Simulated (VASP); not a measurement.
# Ti16S in VASP: single point with PBE

Aim: the single point of Ti16S with PBE.

Program: VASP 6.6.1. These are calculated values, not measurements. Logs are shortened: lines on timing, memory, paths and dates and some standing lists are left out, and cuts for length are marked.

### Step 1. The cell of the first run

The cell holds a slab with vacuum, 17 atoms: a = 6.511 Å, b = 6.511 Å, c = 20.179 Å, α = 90.00°, β = 90.00°, γ = 90.00°.

### Step 2. Single point, PBE

File INCAR:

```
  PREC = Accurate
  ENCUT = 520
  EDIFF = 1E-6
  ISMEAR = 0
  SIGMA = 0.1
  LREAL = Auto
  LASPH = T
  NELM = 80
  ALGO = Normal
  ISIF = 2
  LWAVE = F
  LCHARG = T
  LDIPOL = T
  IDIPOL = 3
  DIPOL = 0.5 0.5 0.328
  GGA = PE
  LELF = T
  LVHAR = T
  LVACPOTAV = T
  NBANDS = 113
```

File KPOINTS:

```
Automatic mesh
0
Gamma
  4 4 1
```

File POSCAR:

```
Ti16S
1.0
    6.5106718526      0.0000000000      0.0000000000
    0.0000000000      6.5106718526      0.0000000000
    0.0000000000      0.0000000000     20.1793674177
Ti S
16 1
Direct
    0.2500000000      0.2500000000      0.1982222692
    0.2500000000      0.7500000000      0.1982222692
    0.7500000000      0.2500000000      0.1982222692
    0.7500000000      0.7500000000      0.1982222692
    0.0000000000      0.0000000000      0.2788822785
    0.0000000000      0.5000000000      0.2788822785
    0.5000000000      0.0000000000      0.2788822785
    0.5000000000      0.5000000000      0.2788822785
    0.2500000000      0.2500000000      0.3551865279
    0.2500000000      0.7500000000      0.3551865279
    0.7500000000      0.2500000000      0.3551865279
    0.7500000000      0.7500000000      0.3551865279
    0.0000000000      0.0000000000      0.4301109761
    0.0000000000      0.5000000000      0.4301109761
    0.5000000000      0.0000000000      0.4301109761
    0.5000000000      0.5000000000      0.4301109761
    0.0625000000      0.0625000000      0.5341486685
```

Potentials or basis: VASP PAW PBE potentials, release 64 (Ti_sv, S).

The run is started by

```sh
cat potpaw_PBE.64/Ti_sv/POTCAR potpaw_PBE.64/S/POTCAR > POTCAR
mpirun -np 1 vasp_std > vasp.out
```

OUTCAR:

```text
PREC = Accurate
   ENCUT = 520
   EDIFF = 1E-6
   ISMEAR = 0
   LREAL = Auto
   LASPH = T
   NELM = 80
   ISIF = 2
   GGA = PE

 ion  position               nearest neighbor table
   1  0.250  0.250  0.198-   5 2.82   6 2.82   7 2.82   8 2.82
   2  0.250  0.750  0.198-   5 2.82   6 2.82   7 2.82   8 2.82
   3  0.750  0.250  0.198-   5 2.82   6 2.82   7 2.82   8 2.82
   4  0.750  0.750  0.198-   5 2.82   6 2.82   7 2.82   8 2.82
   5  0.000  0.000  0.279-   9 2.77  10 2.77  11 2.77  12 2.77   1 2.82   2 2.82   3 2.82   4 2.82

   6  0.000  0.500  0.279-   9 2.77  10 2.77  11 2.77  12 2.77   1 2.82   2 2.82   3 2.82   4 2.82

   7  0.500  0.000  0.279-   9 2.77  10 2.77  11 2.77  12 2.77   1 2.82   2 2.82   3 2.82   4 2.82

   8  0.500  0.500  0.279-   9 2.77  10 2.77  11 2.77  12 2.77   1 2.82   2 2.82   3 2.82   4 2.82

   9  0.250  0.250  0.355-  13 2.75  14 2.75  15 2.75  16 2.75   5 2.77   6 2.77   7 2.77   8 2.77

  10  0.250  0.750  0.355-  13 2.75  14 2.75  15 2.75  16 2.75   5 2.77   6 2.77   7 2.77   8 2.77

  11  0.750  0.250  0.355-  13 2.75  14 2.75  15 2.75  16 2.75   5 2.77   6 2.77   7 2.77   8 2.77

  12  0.750  0.750  0.355-  13 2.75  14 2.75  15 2.75  16 2.75   5 2.77   6 2.77   7 2.77   8 2.77

  13  0.000  0.000  0.430-  17 2.18  10 2.75  11 2.75  12 2.75   9 2.75
  14  0.000  0.500  0.430-   9 2.75  10 2.75  11 2.75  12 2.75
  15  0.500  0.000  0.430-   9 2.75  10 2.75  11 2.75  12 2.75
  16  0.500  0.500  0.430-   9 2.75  10 2.75  11 2.75  12 2.75
  17  0.062  0.062  0.534-  13 2.18

  LATTYP: Found a simple tetragonal cell.
 ALAT       =     6.5106718526
 C/A-ratio  =     3.0994293484

  Lattice vectors:

 A1 = (   6.5106718526,   0.0000000000,   0.0000000000)
 A2 = (   0.0000000000,   6.5106718526,   0.0000000000)
 A3 = (   0.0000000000,   0.0000000000,  20.1793674177)

Analysis of symmetry for initial positions (statically):
=====================================================================
 Subroutine PRICEL returns:
 Original cell was already a primitive cell.

 Routine SETGRP: Setting up the symmetry group for a
 simple tetragonal supercell.

 Subroutine GETGRP returns: Found  2 space group operations
 (whereof  2 operations were pure point group operations)
 out of a pool of 16 trial point group operations.

The static configuration has the point symmetry C_1h.

Analysis of symmetry for dynamics (positions and initial velocities):
=====================================================================
 Subroutine PRICEL returns:
 Original cell was already a primitive cell.

 Routine SETGRP: Setting up the symmetry group for a
 simple tetragonal supercell.

 Subroutine GETGRP returns: Found  2 space group operations
 (whereof  2 operations were pure point group operations)
 out of a pool of 16 trial point group operations.

The dynamic configuration has the point symmetry C_1h.

 Subroutine INISYM returns: Found  2 space group operations
 (whereof  2 operations are pure point group operations),
 and found     1 'primitive' translations

----------------------------------------------------------------------------------------

                                     Primitive cell

  volume of cell :     855.3801

  direct lattice vectors                    reciprocal lattice vectors
     6.510671853  0.000000000  0.000000000     0.153593980  0.000000000  0.000000000
     0.000000000  6.510671853  0.000000000     0.000000000  0.153593980  0.000000000
     0.000000000  0.000000000 20.179367418     0.000000000  0.000000000  0.049555567

  length of vectors
     6.510671853  6.510671853 20.179367418     0.153593980  0.153593980  0.049555567

  position of ions in fractional coordinates (direct lattice)
     0.250000000  0.250000000  0.198222269
     0.250000000  0.750000000  0.198222269
     0.750000000  0.250000000  0.198222269
     0.750000000  0.750000000  0.198222269
     0.000000000  0.000000000  0.278882278
     0.000000000  0.500000000  0.278882278
[... 9 lines left out ...]
     0.500000000  0.500000000  0.430110976
     0.062500000  0.062500000  0.534148669

  ion indices of the primitive-cell ions
   primitive index   ion index
                 1           1
                 2           2
                 3           3
                 4           4
                 5           5
                 6           6
[... 9 lines left out ...]
                16          16
                17          17

----------------------------------------------------------------------------------------

 KPOINTS: Automatic mesh

Automatic generation of k-mesh.
 Grid dimensions read from file:
 generate k-points for:    4    4    1

 Generating k-lattice:

  Cartesian coordinates                     Fractional coordinates (reciprocal lattice)
     0.038398495  0.000000000  0.000000000     0.250000000  0.000000000  0.000000000
     0.000000000  0.038398495  0.000000000     0.000000000  0.250000000  0.000000000
     0.000000000  0.000000000  0.049555567     0.000000000  0.000000000  1.000000000

  Length of vectors
     0.038398495  0.038398495  0.049555567

  Shift w.r.t. Gamma in fractional coordinates (k-lattice)
     0.000000000  0.000000000  0.000000000

 Subroutine IBZKPT returns following result:
 ===========================================

 Found      7 irreducible k-points:

 Following reciprocal coordinates:
            Coordinates               Weight
  0.000000  0.000000  0.000000      1.000000
  0.250000  0.000000  0.000000      4.000000
  0.500000  0.000000  0.000000      2.000000
  0.250000  0.250000  0.000000      2.000000
 -0.250000  0.250000  0.000000      2.000000
  0.500000  0.250000  0.000000      4.000000
  0.500000  0.500000  0.000000      1.000000
   k-points           NKPTS =      7   k-points in BZ     NKDIM =      7   number of bands    NBANDS=    113
   number of dos      NEDOS =    301   number of ions     NIONS =     17
   total plane-waves  NPLWV = 345600
   dimension x,y,z NGX =    48 NGY =   48 NGZ =  150
   dimension x,y,z NGXF=    96 NGYF=   96 NGZF=  300
   ions per type =              16   1
   NGX,Y,Z   is equivalent  to a cutoff of  12.26, 12.26, 12.36 a.u.
   NGXF,Y,Z  is equivalent  to a cutoff of  24.51, 24.51, 24.72 a.u.
 SYSTEM =  unknown system
   PREC   = accura    normal or accurate (medium, high low for compatibility)
   ISTART =      0    job   : 0-new  1-cont  2-samecut
   ICHARG =      2    charge: 1-file 2-atom 10-const
   ISPIN  =      1    spin polarized calculation?
   LNONCOLLINEAR =      F non collinear calculations
   LSORBIT =      F    spin-orbit coupling
   LASPH  =      T    aspherical Exc in radial PAW
   ENCUT  =  520.0 eV  38.22 Ry    6.18 a.u.  12.11 12.11 37.52*2*pi/ulx,y,z
   NELM   =     80;   NELMIN=  2; NELMDL= -5     # of ELM steps
   EDIFF  = 0.1E-05   stopping-criterion for ELM
   LREAL  =      T    real-space projection
   EDIFFG = 0.1E-04   stopping-criterion for IOM
   NSW    =      0    number of steps for IOM
   IBRION =     -1    ionic relax: 0-MD 1-quasi-New 2-CG
   NFREE  =      0    steps in history (QN), initial steepest desc. (CG)
   ISIF   =      2    stress and relaxation
   ISYM   =      2    0-nonsym 1-usesym 2-fastsym
   POTIM  = 0.5000    time-step for ionic-motion
   TEBEG  =    0.0;   TEEND  =   0.0 temperature during run
   PSTRESS=    0.0 pullay stress
   NELECT =     198.0000    total number of electrons
   NUPDOWN=      -1.0000    fix difference up-down
   EMIN   =  10.00;   EMAX   =-10.00  energy-range for DOS
   EFERMI =   0.00;   METHOD = LEGACY
   ISMEAR =     0;   SIGMA  =   0.10  broadening in eV -4-tet -1-fermi 0-gaus
   EFERMI_NEDOS =   21; number of points for ismear=-14 and -15
   IALGO  =     38    algorithm
   IMIX   =      4    mixing-type and parameters
     AMIX     =   0.40;   BMIX     =  1.00
     AMIX_MAG =   1.60;   BMIX_MAG =  1.00
  volume/ion in A,a.u.               =      50.32       339.55
  Fermi-wavevector in a.u.,A,eV,Ry     =   1.005179  1.899513 13.747126  1.010385
  Thomas-Fermi vector in A             =   2.137842
   LORBIT       =      0    0 simple, 1 ext, 2 COOP (PROOUT), +10 PAW based schemes
   GGA     = PE    functional components
   LHFCALC =     F    Hartree Fock is set to
   AEXX    =    0.0000 exact exchange contribution
   IVDW    =     0    specifies the selected vdW correction
   LEPSILON=     F    determine dielectric tensor
   LRPA    =     F    only Hartree local field effects (RPA)
 non-spin polarized calculation
 Gauss-broadening in eV      SIGMA  =   0.10
  energy-cutoff  :      520.00
  volume of cell :      855.38
 maximum number of plane-waves:     23060
   NGX = 25   NGY = 25   NGZ = 75

 dipolmoment           0.000000      0.000000     -0.025559 electrons x Angstroem

 number of electron     198.0000090 magnetization

 dipolmoment           0.000000      0.000000      0.403362 electrons x Angstroem

 Free energy of the ion-electron system (eV)
  ---------------------------------------------------
  ext. energy  EPLUGINS =         0.00000000
  ---------------------------------------------------
  free energy    TOTEN  =      -121.18060766 eV

  energy without entropy =     -120.99342371  energy(sigma->0) =     -121.08701568

 E-fermi :   0.2732     XC(G=0):  -4.9767

 val. band max:        0.2682252273   @ k =   0.5000   0.2500   0.0000
 cond. band min:       0.2844550656   @ k =   0.2500   0.2500   0.0000
 fundamental gap:      0.0162298383
 Fermi energy:         0.2731943188

 k-point     1 :       0.0000    0.0000    0.0000
  band No.  band energies     occupation
      1     -56.7880      2.00000
      2     -56.7739      2.00000
      3     -56.7733      2.00000
      4     -56.7632      2.00000
      5     -56.7029      2.00000
      6     -56.6979      2.00000
[... 103 lines left out ...]
    110       1.1274      0.00000
    111       1.2008      0.00000

 k-point     2 :       0.2500    0.0000    0.0000
  band No.  band energies     occupation
      1     -56.7860      2.00000
      2     -56.7756      2.00000
      3     -56.7722      2.00000
      4     -56.7646      2.00000
      5     -56.7020      2.00000
      6     -56.6984      2.00000
[... 103 lines left out ...]
    110       1.1402      0.00000
    111       1.1831      0.00000

 k-point     3 :       0.5000    0.0000    0.0000
  band No.  band energies     occupation
      1     -56.7825      2.00000
      2     -56.7791      2.00000
      3     -56.7700      2.00000
      4     -56.7669      2.00000
      5     -56.7003      2.00000
      6     -56.6997      2.00000
[... 103 lines left out ...]
    110       1.0835      0.00000
    111       1.0994      0.00000

 k-point     4 :       0.2500    0.2500    0.0000
  band No.  band energies     occupation
      1     -56.7841      2.00000
      2     -56.7744      2.00000
      3     -56.7738      2.00000
      4     -56.7661      2.00000
      5     -56.7013      2.00000
      6     -56.6987      2.00000
[... 103 lines left out ...]
    110       1.0869      0.00000
    111       1.0904      0.00000

 k-point     5 :      -0.2500    0.2500    0.0000
  band No.  band energies     occupation
      1     -56.7841      2.00000
      2     -56.7744      2.00000
      3     -56.7738      2.00000
      4     -56.7661      2.00000
      5     -56.7013      2.00000
      6     -56.6987      2.00000
[... 103 lines left out ...]
    110       1.0860      0.00000
    111       1.0912      0.00000

 k-point     6 :       0.5000    0.2500    0.0000
  band No.  band energies     occupation
      1     -56.7808      2.00000
      2     -56.7774      2.00000
      3     -56.7716      2.00000
      4     -56.7686      2.00000
      5     -56.6999      2.00000
      6     -56.6997      2.00000
[... 103 lines left out ...]
    110       0.9955      0.00000
    111       1.0713      0.00000

 k-point     7 :       0.5000    0.5000    0.0000
  band No.  band energies     occupation
      1     -56.7781      2.00000
      2     -56.7744      2.00000
      3     -56.7744      2.00000
      4     -56.7716      2.00000
      5     -56.6996      2.00000
      6     -56.6996      2.00000
[... 103 lines left out ...]
    110       0.9376      0.00000
    111       0.9387      0.00000
 [bands above 111 left out]

------------------------ aborting loop because EDIFF is reached ----------------------------------------

  FORCE on cell =-STRESS in cart. coord.  units (eV):
  Direction    XX          YY          ZZ          XY          YZ          ZX
  --------------------------------------------------------------------------------------
  -------------------------------------------------------------------------------------
  Total      -11.3054815    -11.3054815     -2.9595263      0.1478143      0.5681550      0.5681532
  in kB      -21.1758320    -21.1758320     -5.5433668      0.2768648      1.0641877      1.0641844
  external PRESSURE =     -15.9650103 kB  Pullay stress =       0.0000000 kB

 VOLUME and BASIS-vectors are now :
 -----------------------------------------------------------------------------
  energy-cutoff  :      520.00
  volume of cell :      855.38
      direct lattice vectors                 reciprocal lattice vectors
     6.510671853  0.000000000  0.000000000     0.153593980  0.000000000  0.000000000
     0.000000000  6.510671853  0.000000000     0.000000000  0.153593980  0.000000000
     0.000000000  0.000000000 20.179367418     0.000000000  0.000000000  0.049555567

 POSITION                                       TOTAL-FORCE (eV/Angst)
 -----------------------------------------------------------------------------------
      1.62767      1.62767      4.00000        -0.000496     -0.000496      0.579700
      1.62767      4.88300      4.00000        -0.013176     -0.002158      0.577053
      4.88300      1.62767      4.00000        -0.002158     -0.013176      0.577053
      4.88300      4.88300      4.00000         0.002074      0.002074      0.564122
      0.00000      0.00000      5.62767         0.030599      0.030599     -0.786872
      0.00000      3.25534      5.62767         0.022511      0.038611     -0.485676
[... 9 lines left out ...]
      3.25534      3.25534      8.67937         0.087529      0.087529     -0.320090
      0.40692      0.40692     10.77878         0.288239      0.288239     -0.038156
 -----------------------------------------------------------------------------------
    total drift:                                0.000332      0.000332      0.134060

  FREE ENERGIE OF THE ION-ELECTRON SYSTEM (eV)
  ---------------------------------------------------
  free  energy   TOTEN  =      -121.1806076552 eV

  energy  without entropy=     -120.9934237138  energy(sigma->0) =     -121.08701568

 vacuum level on the upper side and lower side of the slab         5.213         3.491
```

It took 35 min on 1 thread of Intel Xeon Platinum 8488C (Sapphire Rapids), shared host; peak memory 0.93 GiB.

What came out:

- Free energy: -121.1806 eV
- Largest force: 0.788 eV/Å
- Band gap on the k mesh: zero (bands 99 and 100 overlap by 0.17 eV)

Forces on the atoms (eV/Å):
```
Ti   0.000  0.000  0.580
Ti  -0.013 -0.002  0.577
Ti  -0.002 -0.013  0.577
Ti   0.002  0.002  0.564
Ti   0.031  0.031 -0.787
Ti   0.023  0.039 -0.486
Ti   0.039  0.023 -0.486
Ti  -0.025 -0.025 -0.507
Ti   0.242  0.242 -0.366
Ti   0.333 -0.316 -0.266
Ti  -0.316  0.333 -0.266
Ti  -0.328 -0.328 -0.200
Ti  -0.127 -0.127  0.678
Ti   0.013 -0.245  0.373
Ti  -0.245  0.013  0.373
Ti   0.088  0.088 -0.320
S    0.288  0.288 -0.038
```
